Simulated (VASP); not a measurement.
A run of VASP 6.6.1 is set up as follows.

The input INCAR:

```
PREC     = Accurate       # precision mode
ENCUT    = 520            # plane-wave cutoff, eV
EDIFF    = 1E-7           # SCF threshold, eV
ISMEAR   = 0              # smearing method
SIGMA    = 0.05           # smearing width, eV
LREAL    = F              # projectors in reciprocal space
LASPH    = T              # aspherical terms in the spheres
NELM     = 60             # most SCF steps
ALGO     = Normal         # electronic algorithm
ISIF     = 2              # what is computed and relaxed
LWAVE    = F              # write WAVECAR
LCHARG   = F              # write CHGCAR
LDIPOL   = T            
IDIPOL   = 3            
DIPOL    = 0.5 0.5 0.500
GGA      = PE             # functional
IVDW     = 12             # dispersion correction
IBRION   = 2              # ionic algorithm
NSW      = 80             # ionic steps
EDIFFG   = -0.02          # ionic threshold
```

The input KPOINTS:

```
Automatic mesh
0
Gamma
  12 12 1
```

Contents of POSCAR:

```
BN
1.0
    2.5051851807      0.0000000000      0.0000000000
    1.2500915888      2.1709960408      0.0000000000
    0.0000000000      0.0000000000     25.0184465684
B N
4 4
Direct
    0.4998931263      0.4998931263      0.2997788044
    0.9998931263      0.9998931263      0.4332596015
    0.4998931263      0.4998931263      0.5667403985
    0.9998931263      0.9998931263      0.7002211956
    0.8334068837      0.8334068837      0.2997788044
    0.3334068837      0.3334068837      0.4332596015
    0.8334068837      0.8334068837      0.5667403985
    0.3334068837      0.3334068837      0.7002211956
```

Potentials or basis: VASP PAW PBE potentials, release 64 (B, N).

Command:

```sh
$ cat potpaw_PBE.64/B/POTCAR potpaw_PBE.64/N/POTCAR > POTCAR
$ mpirun -np 1 vasp_std > vasp.out
```

(1) What does it give for the band gap on the k mesh?

(2) Estimate the energy gained by relaxing.

(3) Estimate the dispersion energy per atom.

Answers

(1) 3.84 eV (least direct gap 4.23 eV).

(2) 0.0 meV/atom.

(3) -0.123 eV.
